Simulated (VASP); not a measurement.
# Ge in VASP: a series of runs

The runs below take Ge through single point, with LDA.

Everything below comes from runs of VASP 6.6.1. Logs are shortened: lines on timing, memory, paths and dates and some standing lists are left out, and cuts for length are marked.

## (1) The cell of the first run

The structure is orthorhombic, space group Fmmm (No. 69). Conventional cell: a = 5.261 Å, b = 5.771 Å, c = 10.231 Å, α = 90.00°, β = 90.00°, γ = 90.00°. Ge (site symmetry mm2) has 12 Ge at 2.71 to 3.69 Å within 3.7 Å. Ge (site symmetry m2m) has 8 Ge at 2.61 to 3.17 Å within 3.4 Å.

## (2) Single point, LDA

INCAR

```
ALGO = Normal ; EDIFF = 1E-6
ENCUT = 520 ; ISIF = 2
ISMEAR = 1 ; LASPH = T
LCHARG = F ; LREAL = F
LWAVE = F ; NBANDS = 36
NELM = 80 ; PREC = Accurate
SIGMA = 0.1
```

KPOINTS

```
k-points
0
Gamma
  6 6 6
```

POSCAR

```
Ge
1.0
    0.0000000000      2.8857400000      5.1156650000
    2.6304970000      0.0000000000      5.1156650000
    2.6304970000      2.8857400000      0.0000000000
Ge
4
Direct
    0.7818670000      0.7818670000      0.2181330000
    0.2181330000      0.2181330000      0.7818670000
    0.2735100000      0.7264900000      0.2735100000
    0.7264900000      0.2735100000      0.7264900000
```

Potentials or basis: VASP PAW LDA potentials, release 64 (Ge_d).

Started as:

```sh
cat potpaw_LDA.64/Ge_d/POTCAR > POTCAR
mpirun -np 1 vasp_std > vasp.out
```

OUTCAR:

```text
EDIFF = 1E-6
   ENCUT = 520
   ISIF = 2
   ISMEAR = 1
   LASPH = T
   LREAL = F
   NELM = 80
   PREC = Accurate

 ion  position               nearest neighbor table
   1  0.782  0.782  0.218-   2 2.71   2 2.71   3 2.73   4 2.73
   2  0.218  0.218  0.782-   1 2.71   1 2.71   3 2.73   4 2.73
   3  0.274  0.726  0.274-   4 2.61   4 2.64   4 2.64   2 2.73   1 2.73
   4  0.726  0.274  0.726-   3 2.61   3 2.64   3 2.64   2 2.73   1 2.73

  LATTYP: Found a face centered orthorhombic cell.
 ALAT       =     5.2609940000
 B/A-ratio  =     1.0970322338
 C/A-ratio  =     1.9447522654

  Lattice vectors:

 A1 = (   0.0000000000,   2.8857400000,   5.1156650000)
 A2 = (   2.6304970000,   0.0000000000,   5.1156650000)
 A3 = (   2.6304970000,   2.8857400000,   0.0000000000)

Analysis of symmetry for initial positions (statically):
=====================================================================
 Subroutine PRICEL returns:
 Original cell was already a primitive cell.

 Routine SETGRP: Setting up the symmetry group for a
 face centered orthorhombic supercell.

 Subroutine GETGRP returns: Found  8 space group operations
 (whereof  8 operations were pure point group operations)
 out of a pool of  8 trial point group operations.

The static configuration has the point symmetry D_2h.

Analysis of symmetry for dynamics (positions and initial velocities):
=====================================================================
 Subroutine PRICEL returns:
 Original cell was already a primitive cell.

 Routine SETGRP: Setting up the symmetry group for a
 face centered orthorhombic supercell.

 Subroutine GETGRP returns: Found  8 space group operations
 (whereof  8 operations were pure point group operations)
 out of a pool of  8 trial point group operations.

The dynamic configuration has the point symmetry D_2h.

 Subroutine INISYM returns: Found  8 space group operations
 (whereof  8 operations are pure point group operations),
 and found     1 'primitive' translations

----------------------------------------------------------------------------------------

                                     Primitive cell

  volume of cell :      77.6653

  direct lattice vectors                    reciprocal lattice vectors
     0.000000000  2.885740000  5.115665000    -0.190078149  0.173265783  0.097739004
     2.630497000  0.000000000  5.115665000     0.190078149 -0.173265783  0.097739004
     2.630497000  2.885740000  0.000000000     0.190078149  0.173265783 -0.097739004

  length of vectors
     5.873459265  5.752351072  3.904741965     0.275142957  0.275142957  0.275142957

  position of ions in fractional coordinates (direct lattice)
     0.781867000  0.781867000  0.218133000
     0.218133000  0.218133000  0.781867000
     0.273510000  0.726490000  0.273510000
     0.726490000  0.273510000  0.726490000

  ion indices of the primitive-cell ions
   primitive index   ion index
                 1           1
                 2           2
                 3           3
                 4           4

----------------------------------------------------------------------------------------

 KPOINTS: k-points

Automatic generation of k-mesh.
 Grid dimensions read from file:
 generate k-points for:    6    6    6

 Generating k-lattice:

  Cartesian coordinates                     Fractional coordinates (reciprocal lattice)
    -0.031679691  0.028877630  0.016289834     0.166666667 -0.000000000 -0.000000000
     0.031679691 -0.028877630  0.016289834     0.000000000  0.166666667  0.000000000
     0.031679691  0.028877630 -0.016289834    -0.000000000  0.000000000  0.166666667

  Length of vectors
     0.045857160  0.045857160  0.045857160

  Shift w.r.t. Gamma in fractional coordinates (k-lattice)
     0.000000000  0.000000000  0.000000000

 Subroutine IBZKPT returns following result:
 ===========================================

 Found     46 irreducible k-points:

 Following reciprocal coordinates:
            Coordinates               Weight
  0.000000  0.000000  0.000000      1.000000
  0.166667  0.000000 -0.000000      8.000000
  0.333333  0.000000  0.000000      8.000000
  0.500000  0.000000  0.000000      4.000000
  0.166667  0.166667  0.000000      2.000000
  0.333333  0.166667  0.000000      8.000000
[... 16 lines left out ...]
 -0.166667  0.166667  0.166667      8.000000
  0.500000  0.333333  0.166667      4.000000
 [... further k-points ...]
   k-points           NKPTS =     46   k-points in BZ     NKDIM =     46   number of bands    NBANDS=     36
   number of dos      NEDOS =    301   number of ions     NIONS =      4
   total plane-waves  NPLWV =  69120
   dimension x,y,z NGX =    48 NGY =   48 NGZ =   30
   dimension x,y,z NGXF=    96 NGYF=   96 NGZF=   60
   ions per type =               4
   NGX,Y,Z   is equivalent  to a cutoff of  13.59, 13.87, 12.77 a.u.
   NGXF,Y,Z  is equivalent  to a cutoff of  27.17, 27.74, 25.55 a.u.
 SYSTEM =  unknown system
   PREC   = accura    normal or accurate (medium, high low for compatibility)
   ISTART =      0    job   : 0-new  1-cont  2-samecut
   ICHARG =      2    charge: 1-file 2-atom 10-const
   ISPIN  =      1    spin polarized calculation?
   LNONCOLLINEAR =      F non collinear calculations
   LSORBIT =      F    spin-orbit coupling
   LASPH  =      T    aspherical Exc in radial PAW
   ENCUT  =  520.0 eV  38.22 Ry    6.18 a.u.  10.92 10.70  7.26*2*pi/ulx,y,z
   NELM   =     80;   NELMIN=  2; NELMDL= -5     # of ELM steps
   EDIFF  = 0.1E-05   stopping-criterion for ELM
   LREAL  =      F    real-space projection
   EDIFFG = 0.1E-04   stopping-criterion for IOM
   NSW    =      0    number of steps for IOM
   IBRION =     -1    ionic relax: 0-MD 1-quasi-New 2-CG
   NFREE  =      0    steps in history (QN), initial steepest desc. (CG)
   ISIF   =      2    stress and relaxation
   ISYM   =      2    0-nonsym 1-usesym 2-fastsym
   POTIM  = 0.5000    time-step for ionic-motion
   TEBEG  =    0.0;   TEEND  =   0.0 temperature during run
   PSTRESS=    0.0 pullay stress
   NELECT =      56.0000    total number of electrons
   NUPDOWN=      -1.0000    fix difference up-down
   EMIN   =  10.00;   EMAX   =-10.00  energy-range for DOS
   EFERMI =   0.00;   METHOD = LEGACY
   ISMEAR =     1;   SIGMA  =   0.10  broadening in eV -4-tet -1-fermi 0-gaus
   EFERMI_NEDOS =   21; number of points for ismear=-14 and -15
   IALGO  =     38    algorithm
   IMIX   =      4    mixing-type and parameters
     AMIX     =   0.40;   BMIX     =  1.00
     AMIX_MAG =   1.60;   BMIX_MAG =  1.00
  volume/ion in A,a.u.               =      19.42       131.03
  Fermi-wavevector in a.u.,A,eV,Ry     =   1.468008  2.774133 29.321208  2.155048
  Thomas-Fermi vector in A             =   2.583557
   LORBIT       =      0    0 simple, 1 ext, 2 COOP (PROOUT), +10 PAW based schemes
   GGA     = CA    functional components
   LHFCALC =     F    Hartree Fock is set to
   AEXX    =    0.0000 exact exchange contribution
   IVDW    =     0    specifies the selected vdW correction
   LEPSILON=     F    determine dielectric tensor
   LRPA    =     F    only Hartree local field effects (RPA)
 non-spin polarized calculation
 Methfessel and Paxton  Order N= 1 SIGMA  =   0.10
  energy-cutoff  :      520.00
  volume of cell :       77.67
 maximum number of plane-waves:      2116
 NGX is ok and might be reduce to    48
   NGX = 21   NGY = 21   NGZ = 15

 number of electron      55.9999999 magnetization

 Free energy of the ion-electron system (eV)
  ---------------------------------------------------
  ext. energy  EPLUGINS =         0.00000000
  ---------------------------------------------------
  free energy    TOTEN  =       -19.91571904 eV

  energy without entropy =      -19.91314614  energy(sigma->0) =      -19.91486140

 E-fermi :   6.1039     XC(G=0): -11.3631

 val. band max:        6.0979810742   @ k =  -0.3333   0.0000   0.1667
 cond. band min:       6.1111230440   @ k =   0.5000  -0.3333   0.1667
 fundamental gap:      0.0131419697
 Fermi energy:         6.1038584072

 k-point     1 :       0.0000    0.0000    0.0000
  band No.  band energies     occupation
      1     -18.8043      2.00000
      2     -18.7529      2.00000
      3     -18.7209      2.00000
      4     -18.7104      2.00000
      5     -18.7053      2.00000
      6     -18.7036      2.00000
[... 28 lines left out ...]
     35      13.1612      0.00000
     36      13.3087      0.00000

 k-point     2 :       0.1667    0.0000   -0.0000
  band No.  band energies     occupation
      1     -18.7881      2.00000
      2     -18.7444      2.00000
      3     -18.7220      2.00000
      4     -18.7093      2.00000
      5     -18.7012      2.00000
      6     -18.6998      2.00000
[... 28 lines left out ...]
     35      12.4025      0.00000
     36      12.9886      0.00000

 k-point     3 :       0.3333    0.0000    0.0000
  band No.  band energies     occupation
      1     -18.7450      2.00000
      2     -18.7266      2.00000
      3     -18.7233      2.00000
      4     -18.7107      2.00000
      5     -18.6921      2.00000
      6     -18.6813      2.00000
[... 28 lines left out ...]
     35      12.5008      0.00000
     36      12.6949      0.00000
[... 742 lines left out ...]
 k-point    23 :      -0.1667    0.1667    0.1667
  band No.  band energies     occupation
      1     -18.7382      2.00000
      2     -18.7324      2.00000
      3     -18.7204      2.00000
      4     -18.7042      2.00000
      5     -18.7000      2.00000
      6     -18.6757      2.00000
[... 28 lines left out ...]
     35      13.1384      0.00000
     36      13.4292      0.00000

 k-point    24 :       0.5000    0.3333    0.1667
  band No.  band energies     occupation
      1     -18.7865      2.00000
      2     -18.7314      2.00000
      3     -18.7211      2.00000
      4     -18.7163      2.00000
      5     -18.6954      2.00000
      6     -18.6870      2.00000
[... 28 lines left out ...]
     35      12.2276      0.00000
     36      12.6706      0.00000

 [... further k-points ...]

------------------------ aborting loop because EDIFF is reached ----------------------------------------

  FORCE on cell =-STRESS in cart. coord.  units (eV):
  Direction    XX          YY          ZZ          XY          YZ          ZX
  --------------------------------------------------------------------------------------
  -------------------------------------------------------------------------------------
  Total       -1.3861495     -2.8311787     -3.0154796      0.0000000      0.0000000      0.0000000
  in kB      -28.5952270    -58.4050986    -62.2070874      0.0000000      0.0000000      0.0000000
  external PRESSURE =     -49.7358043 kB  Pullay stress =       0.0000000 kB

 VOLUME and BASIS-vectors are now :
 -----------------------------------------------------------------------------
  energy-cutoff  :      520.00
  volume of cell :       77.67
      direct lattice vectors                 reciprocal lattice vectors
     0.000000000  2.885740000  5.115665000    -0.190078149  0.173265783  0.097739004
     2.630497000  0.000000000  5.115665000     0.190078149 -0.173265783  0.097739004
     2.630497000  2.885740000  0.000000000     0.190078149  0.173265783 -0.097739004

 POSITION                                       TOTAL-FORCE (eV/Angst)
 -----------------------------------------------------------------------------------
      2.63050      2.88574      7.99954         0.000000      0.000000      0.034956
      2.63050      2.88574      2.23179         0.000000      0.000000     -0.034956
      2.63050      1.57856      5.11566         0.000000     -0.019053      0.000000
      2.63050      4.19292      5.11566         0.000000      0.019053      0.000000
 -----------------------------------------------------------------------------------
    total drift:                                0.000000      0.000000      0.000000

  FREE ENERGIE OF THE ION-ELECTRON SYSTEM (eV)
  ---------------------------------------------------
  free  energy   TOTEN  =       -19.9157190354 eV

  energy  without entropy=      -19.9131461381  energy(sigma->0) =      -19.91486140
```

Run time: 1.7 min. Hardware: 1 thread of AMD EPYC 9R14 (Zen 4), shared host; peak memory 0.22 GiB.

What came out:

```
Free energy            : -19.9157 eV
Pressure               : -5.0 GPa
Largest force          : 0.035 eV/Å
Band gap on the k mesh : zero (bands 28 and 29 overlap by 3.22 eV)
```

Forces on the atoms (eV/Å):
```
Ge   0.000  0.000  0.035
Ge   0.000  0.000 -0.035
Ge   0.000 -0.019  0.000
Ge   0.000  0.019  0.000
```

Levels at points of the mesh, in eV from the Fermi level:
```csv
k point,band 25,band 26,band 27,band 28,band 29,band 30,band 31,band 32
"(0.00, 0.00, 0.00)",-3.01,-2.39,-2.03,-1.88,-1.64,2.93,3.73,3.94
"(0.50, 0.00, 0.00)",-2.06,-1.67,-0.86,0.72,0.92,1.11,2.20,2.29
"(0.50, 0.50, 0.00)",-2.19,-1.87,-0.29,0.39,0.97,1.06,1.91,2.64
"(0.50, 0.00, 0.50)",-4.62,-4.12,-3.22,-2.70,-1.27,-0.85,3.43,4.59
"(0.00, 0.50, 0.50)",-5.72,-5.25,-3.58,-2.10,-1.89,2.80,3.67,3.93
```

Caveat: the cell stands under tension.

## (3) Single point, LDA

INCAR

```
SYSTEM = Ge
PREC = Accurate ; ENCUT = 520
EDIFF = 1E-6 ; ISMEAR = 1
SIGMA = 0.1 ; LREAL = .FALSE.
LASPH = .TRUE. ; NELM = 60
ALGO = Normal ; ISIF = 2
LWAVE = .FALSE. ; LCHARG = .FALSE.
GGA = CA ; NBANDS = 36
```

KPOINTS

```
Automatic mesh
0
G
  6 6 6
  0 0 0
```

Edit POSCAR of step 2 so:

```diff
@@ -10,3 +10,3 @@
     0.2181330000      0.2181330000      0.7818670000
-    0.2735100000      0.7264900000      0.2735100000
+    0.2637360996      0.7167160996      0.2832839004
     0.7264900000      0.2735100000      0.7264900000
```

Potentials or basis: VASP PAW LDA potentials, release 64 (Ge_d).

Started as:

```sh
cat potpaw_LDA.64/Ge_d/POTCAR > POTCAR
mpirun -np 1 vasp_std > vasp.out
```

It took 2.6 min on 1 thread of AMD EPYC 9R14 (Zen 4), shared host; peak memory 0.25 GiB.

The run converged. Its results:

```yaml
Free_energy: -19.9082 eV
Pressure: -4.8 GPa
Largest_force: 0.162 eV/Å
Band_gap_on_the_k_mesh: zero (bands 28 and 29 overlap by 3.22 eV)
```

Forces in eV/Å, atoms in the order of the input:
```
Ge   0.000 -0.073 -0.102
Ge   0.000  0.032 -0.127
Ge   0.000  0.025  0.160
Ge   0.000  0.016  0.070
```

Stress tensor (GPa, compression positive):
```
-3.02  0.00  0.00
 0.00 -5.73  0.15
 0.00  0.15 -5.70
```

Levels at points of the mesh, in eV from the Fermi level:
```csv
k point,band 25,band 26,band 27,band 28,band 29,band 30,band 31,band 32
"(0.00, 0.00, 0.00)",-3.02,-2.35,-2.01,-1.87,-1.63,2.95,3.73,3.94
"(0.50, 0.00, 0.00)",-2.07,-1.65,-0.93,0.67,0.93,1.26,2.19,2.34
"(0.00, 0.00, 0.50)",-2.04,-1.69,-0.76,0.77,0.86,1.04,2.21,2.34
"(0.50, 0.50, 0.00)",-2.17,-1.87,-0.26,0.41,0.93,1.06,1.97,2.65
"(0.50, 0.00, 0.50)",-4.63,-4.09,-3.20,-2.69,-1.25,-0.85,3.44,4.62
"(0.00, 0.50, 0.50)",-5.71,-5.23,-3.56,-2.09,-1.87,2.79,3.70,3.96
```

Caveat: the cell stands under tension.

## (4) Single point, LDA

INCAR

```
ALGO     = Normal         # electronic algorithm
EDIFF    = 1E-6           # SCF threshold, eV
ENCUT    = 520            # plane-wave cutoff, eV
ISIF     = 2              # what is computed and relaxed
ISMEAR   = 1              # smearing method
LASPH    = True           # aspherical terms in the spheres
LCHARG   = True           # write CHGCAR
LELF     = True           # ELF
LREAL    = False          # projectors in reciprocal space
LVHAR    = True         
LWAVE    = False          # write WAVECAR
NBANDS   = 36             # bands
NELM     = 60             # most SCF steps
PREC     = Accurate       # precision mode
SIGMA    = 0.1            # smearing width, eV
```

KPOINTS

```
k-points
0
Gamma
  6 6 6
```

Edit POSCAR of step 3 so:

```diff
@@ -10,3 +10,3 @@
     0.2181330000      0.2181330000      0.7818670000
-    0.2637360996      0.7167160996      0.2832839004
+    0.2686230498      0.7216030498      0.2783969502
     0.7264900000      0.2735100000      0.7264900000
```

Started as:

```sh
cat potpaw_LDA.64/Ge_d/POTCAR > POTCAR
mpirun -np 1 vasp_std > vasp.out
```

Run time: 2.6 min. Hardware: 1 thread of AMD EPYC 9R14 (Zen 4), shared host; peak memory 0.25 GiB.

The run converged. Its results:

- Free energy: -19.9139 eV
- Pressure: -4.9 GPa
- Largest force: 0.088 eV/Å
- Band gap on the k mesh: zero (bands 28 and 29 overlap by 3.22 eV)

Forces in eV/Å, atoms in the order of the input:
```
Ge   0.000 -0.028 -0.027
Ge   0.000  0.017 -0.087
Ge   0.000 -0.007  0.073
Ge   0.000  0.018  0.040
```

Stress tensor (GPa, compression positive):
```
-2.92  0.00  0.00
 0.00 -5.83  0.04
 0.00  0.04 -6.06
```

Levels at points of the mesh, in eV from the Fermi level:
```tsv
k point	band 24	band 25	band 26	band 27	band 28	band 29	band 30	band 31	band 32	band 33
(0.00, 0.00, 0.00)	-3.95	-3.01	-2.38	-2.02	-1.88	-1.64	2.94	3.73	3.94	6.11
(0.50, 0.00, 0.00)	-7.08	-2.07	-1.66	-0.90	0.69	0.92	1.19	2.19	2.31	3.36
(0.00, 0.00, 0.50)	-7.14	-2.05	-1.68	-0.81	0.74	0.90	1.06	2.21	2.30	3.40
(0.50, 0.50, 0.00)	-4.62	-2.18	-1.87	-0.28	0.40	0.96	1.06	1.93	2.64	4.95
(0.50, 0.00, 0.50)	-7.41	-4.62	-4.11	-3.22	-2.69	-1.27	-0.85	3.44	4.60	6.97
(0.00, 0.50, 0.50)	-6.17	-5.72	-5.24	-3.57	-2.10	-1.88	2.80	3.68	3.94	5.81
```

Caveat: the cell stands under tension.

## (5) The runs side by side

```csv
cell,gap on the mesh (eV),pressure (GPa),largest force (eV/Å)
"as given, atomic positions A",none,-5.0,0.03
"as given, atomic positions B",none,-4.8,0.16
"as given, atomic positions C",none,-4.9,0.09
```

Alike in all rows: task single point; level LDA; potentials or basis VASP PAW LDA potentials, release 64 (Ge_d); no spin polarisation; k mesh 6 × 6 × 6; cutoff (eV) 520; smearing methfessel-paxton 0.1 eV.

Caveats: the cell stands under tension.

Total energies depend on the potentials used, so only differences within one code and one set of settings carry meaning.

The gap in the log of VASP goes by the Fermi energy; the results here count the filled bands.